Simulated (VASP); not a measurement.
# SrRhN2 (P4/mmm) in VASP: further runs, part 2 of 2

VASP 6.6.1. Earlier steps stand in the parts before.

### 4 Relaxation of cell and atoms, PBE, collinear spin, ferromagnetic start

This run uses another cell than the first one, of 15.49 Å³/atom.

Input file INCAR:

```
SYSTEM = SrRhN2
PREC     = Accurate       ! precision mode
ENCUT    = 600            ! plane-wave cutoff, eV
EDIFF    = 1E-6           ! SCF threshold, eV
ISMEAR   = 0              ! smearing method
SIGMA    = 0.1            ! smearing width, eV
LREAL    = .FALSE.        ! projectors in reciprocal space
LASPH    = .TRUE.         ! aspherical terms in the spheres
NELM     = 150            ! most SCF steps
ALGO     = Normal         ! electronic algorithm
ISIF     = 3              ! what is computed and relaxed
LWAVE    = .FALSE.        ! write WAVECAR
LCHARG   = .FALSE.        ! write CHGCAR
ISPIN    = 2              ! spin polarisation
MAGMOM   = 0 1 0 0        ! initial moments
LORBIT   = 11             ! projections on sites
LMAXMIX  = 4              ! l up to which the mixer works
GGA      = PE             ! functional
IBRION   = 2              ! ionic algorithm
NSW      = 90             ! ionic steps
EDIFFG   = -0.04          ! ionic threshold
```

Input file KPOINTS:

```
Automatic mesh
0
G
  4 4 4
  0 0 0
```

Input file POSCAR:

```
SrRhN2
1.0
    4.0590000000      0.0000000000      0.0000000000
    0.0000000000      4.0590000000      0.0000000000
    0.0000000000      0.0000000000      3.7606540700
Sr Rh N
1 1 2
Direct
    0.5000000000      0.5000000000      0.5000000000
    0.0000000000      0.0000000000      0.0000000000
    0.5000000000      0.0000000000      0.0000000000
    0.0000000000      0.5000000000      0.0000000000
```

Potentials or basis: VASP PAW PBE potentials, release 64 (Sr_sv, Rh_pv, N).

Launch:

```console
$ cat potpaw_PBE.64/Sr_sv/POTCAR potpaw_PBE.64/Rh_pv/POTCAR potpaw_PBE.64/N/POTCAR > POTCAR
$ mpirun -np 1 vasp_std > vasp.out
```

OUTCAR:

```text
SYSTEM = SrRhN2
   PREC = Accurate
   ENCUT = 600
   EDIFF = 1E-6
   ISMEAR = 0
   LREAL = .FALSE.
   LASPH = .TRUE.
   NELM = 150
   ISIF = 3
   ISPIN = 2
   LORBIT = 11
   GGA = PE
   IBRION = 2
   NSW = 90
   EDIFFG = -0.04

 ion  position               nearest neighbor table
   1  0.500  0.500  0.500-   3 2.77   4 2.77   3 2.77   4 2.77   3 2.77   3 2.77   4 2.77   4 2.77
                             2 3.43   2 3.43   2 3.43   2 3.43   2 3.43   2 3.43   2 3.43   2 3.43
   2  0.000  0.000  0.000-   3 2.03   4 2.03   4 2.03   3 2.03   1 3.43   1 3.43   1 3.43   1 3.43
                             1 3.43   1 3.43   1 3.43   1 3.43
   3  0.500  0.000  0.000-   2 2.03   2 2.03   1 2.77   1 2.77   1 2.77   1 2.77
   4  0.000  0.500  0.000-   2 2.03   2 2.03   1 2.77   1 2.77   1 2.77   1 2.77

  LATTYP: Found a simple tetragonal cell.
 ALAT       =     4.0590000000
 C/A-ratio  =     0.9264976768

  Lattice vectors:

 A1 = (   4.0590000000,   0.0000000000,   0.0000000000)
 A2 = (   0.0000000000,   4.0590000000,   0.0000000000)
 A3 = (   0.0000000000,   0.0000000000,   3.7606540700)

Analysis of symmetry for initial positions (statically):
=====================================================================
 Subroutine PRICEL returns:
 Original cell was already a primitive cell.

 Routine SETGRP: Setting up the symmetry group for a
 simple tetragonal supercell.

 Subroutine GETGRP returns: Found 16 space group operations
[... 369 lines left out ...]
--------------------------------------- Ionic step        6  -------------------------------------------

 number of electron      35.0000003 magnetization      -0.0019553

 Free energy of the ion-electron system (eV)
  ---------------------------------------------------
  ext. energy  EPLUGINS =         0.00000000
  ---------------------------------------------------
  free energy    TOTEN  =       -25.98605729 eV

  energy without entropy =      -25.96398078  energy(sigma->0) =      -25.97501903

 E-fermi :   5.3289     XC(G=0): -11.0464

 val. band max:        5.2627837866   @ k =   0.2500   0.0000   0.5000
 cond. band min:       5.3322493265   @ k =   0.2500   0.2500   0.2500
 fundamental gap:      0.0694655399
 Fermi energy:         5.3288659558

 spin component 1

 k-point     1 :       0.0000    0.0000    0.0000
  band No.  band energies     occupation
      1     -42.5238      1.00000
      2     -42.5238      1.00000
      3     -41.5819      1.00000
      4     -28.7005      1.00000
      5     -10.7275      1.00000
      6     -10.7275      1.00000
[... 439 lines left out ...]
     21      11.7805      0.00000
     22      11.7805      0.00000
 Fermi energy:         5.3288659558

 spin component 2

 k-point     1 :       0.0000    0.0000    0.0000
  band No.  band energies     occupation
      1     -42.5246      1.00000
      2     -42.5246      1.00000
      3     -41.5823      1.00000
      4     -28.7006      1.00000
      5     -10.7275      1.00000
      6     -10.7275      1.00000
[... 470 lines left out ...]
  FREE ENERGIE OF THE ION-ELECTRON SYSTEM (eV)
  ---------------------------------------------------
  free  energy   TOTEN  =       -25.9860572873 eV

  energy  without entropy=      -25.9639807774  energy(sigma->0) =      -25.97501903

 reached required accuracy - stopping structural energy minimisation

 total charge

# of ion       s       p       d       tot
------------------------------------------
    1        2.006   5.795   0.252   8.054
    2        0.462   6.434   6.969  13.865
    3        1.266   2.348   0.000   3.615
    4        1.266   2.348   0.000   3.615
--------------------------------------------------
tot          5.000  16.926   7.221  29.148

 magnetization (x)

# of ion       s       p       d       tot
------------------------------------------
    1       -0.000  -0.000  -0.000  -0.000
    2       -0.000   0.000  -0.001  -0.001
    3       -0.000  -0.000   0.000  -0.000
    4       -0.000  -0.000   0.000  -0.000
--------------------------------------------------
tot         -0.000  -0.001  -0.001  -0.002
```

Run time: 2.9 min. Hardware: 1 thread of Intel Xeon Platinum 8488C (Sapphire Rapids), shared host; peak memory 0.24 GiB.

What came out:

- Free energy: -25.9861 eV
- Relaxed volume: 14.70 Å³/atom
- Relaxed cell: a = 3.895 Å, b = 3.895 Å, c = 3.876 Å, α = 90.00°, β = 90.00°, γ = 90.00°
- Space group after relaxing (to 0.1 Å): P4/mmm (No. 123)
- Energy gained by relaxing: 59.1 meV/atom
- Ionic steps: 6
- Pressure after relaxing: 0.2 GPa
- Net moment: 0.00 μB per cell
- Valence electrons inside the program's atomic spheres: Sr 8.05; Rh 13.87; N 3.62

Step by step:
| step | energy change (eV) | largest force (eV/Å) | pressure (GPa) | volume (Å³) |
| --- | --- | --- | --- | --- |
| 1 | 0.0000 | 0.0000 | -9.72 | 61.96 |
| 2 | -0.0173 | 0.0000 | 15.54 | 53.83 |
| 3 | -0.2190 | 0.0000 | 0.84 | 57.53 |
| 4 | -0.2191 | 0.0000 | 1.13 | 57.44 |
| 5 | -0.2315 | 0.0000 | 0.69 | 58.01 |
| 6 | -0.2364 | 0.0000 | 0.15 | 58.80 |

Final structure:
```
CELL_PARAMETERS angstrom
3.89481 0.00000 0.00000
0.00000 3.89481 0.00000
0.00000 0.00000 3.87630
ATOMIC_POSITIONS crystal
Sr 0.50000 0.50000 0.50000
Rh 0.00000 0.00000 0.00000
N 0.50000 0.00000 0.00000
N 0.00000 0.50000 0.00000
```

Caveat: the k points lie up to 0.41 Å⁻¹ apart in the final cell.

### 5 Single point, PBE

This run uses another cell than the first one, of 14.62 Å³/atom.

Input file INCAR:

```
SYSTEM = SrRhN2
PREC = Accurate
ENCUT = 520
EDIFF = 1E-6
ISMEAR = 0
SIGMA = 0.1
LREAL = .FALSE.
LASPH = .TRUE.
NELM = 100
ALGO = Normal
ISIF = 2
LWAVE = .FALSE.
LCHARG = .TRUE.
GGA = PE
LELF = .TRUE.
LVHAR = .TRUE.
NBANDS = 26
```

Input file KPOINTS:

```
regular mesh
0
G
  12 12 12
  0 0 0
```

Input file POSCAR:

```
SrRhN2
1.0
    3.8988583623      0.0000000000      0.0000000000
    0.0000000000      3.8988583623      0.0000000000
    0.0000000000      0.0000000000      3.8462132582
Sr Rh N
1 1 2
Direct
    0.5000000000      0.5000000000      0.5000000000
    0.0000000000      0.0000000000      0.0000000000
    0.5000000000      0.0000000000      0.0000000000
    0.0000000000      0.5000000000      0.0000000000
```

Launch:

```console
$ cat potpaw_PBE.64/Sr_sv/POTCAR potpaw_PBE.64/Rh_pv/POTCAR potpaw_PBE.64/N/POTCAR > POTCAR
$ mpirun -np 1 vasp_std > vasp.out
```

It took 2.6 min on 1 thread of AMD EPYC 9R45 (Zen 5), shared host; peak memory 0.37 GiB.

The run converged. Its results:

```yaml
Free_energy: -26.1074 eV
Pressure: 0.1 GPa
Band_gap_on_the_k_mesh: zero (an odd number of electrons rules out a gap without spin polarisation)
```

Stress tensor (GPa, compression positive):
```
0.03 0.00 0.00
0.00 0.03 0.00
0.00 0.00 0.34
```

Levels at points of the mesh, in eV from the Fermi level:
```csv
k point,band 13,band 14,band 15,band 16,band 17,band 18,band 19,band 20,band 21,band 22
"(0.00, 0.00, 0.00)",-3.26,-2.79,-2.79,-2.35,-1.33,-0.58,-0.58,0.01,2.68,4.53
"(0.50, 0.00, 0.00)",-2.84,-2.71,-2.71,-2.67,-2.60,0.95,1.15,2.51,3.33,5.49
"(0.50, 0.50, 0.00)",-4.91,-4.91,-3.05,0.16,0.29,0.82,0.82,6.02,7.30,7.37
"(0.00, 0.00, 0.50)",-3.34,-2.91,-2.91,-2.63,-1.68,-0.79,-0.79,0.17,3.65,6.85
"(0.50, 0.00, 0.50)",-3.09,-2.50,-2.36,-1.77,-1.63,0.51,0.55,3.18,4.03,5.96
"(0.50, 0.50, 0.50)",-4.73,-4.73,-0.88,0.35,0.64,0.99,1.00,1.00,6.41,6.41
```

### 6 Overview

| task | spin | cell | k mesh | cutoff (eV) | gap on the mesh (eV) | pressure (GPa) | moment (μB) |
| --- | --- | --- | --- | --- | --- | --- | --- |
| single point | collinear, ferromagnetic start | a = 3.901, b = 3.901, c = 3.855 Å, 4 atoms | 4 × 4 × 4 | 520 | none | 0.1 | 0.19 |
| single point | collinear, ferromagnetic start | a = 4.059, b = 4.059, c = 3.761 Å, 4 atoms | 4 × 4 × 4 | 520 | none | -9.6 | 0.00 |
| relaxation of cell and atoms | collinear, ferromagnetic start | relaxed from a = 4.059, b = 4.059, c = 3.761 Å, 4 atoms | 4 × 4 × 4 | 600 | none | 0.2 | 0.00 |
| single point | off | a = 3.899, b = 3.899, c = 3.846 Å, 4 atoms | 12 × 12 × 12 | 520 | none | 0.1 | - |

Alike in all rows: level PBE; potentials or basis VASP PAW PBE potentials, release 64 (Sr_sv, Rh_pv, N); smearing gaussian 0.1 eV.

Caveats: some runs use coarse meshes.

Total energies depend on the potentials used, so only differences within one code and one set of settings carry meaning.
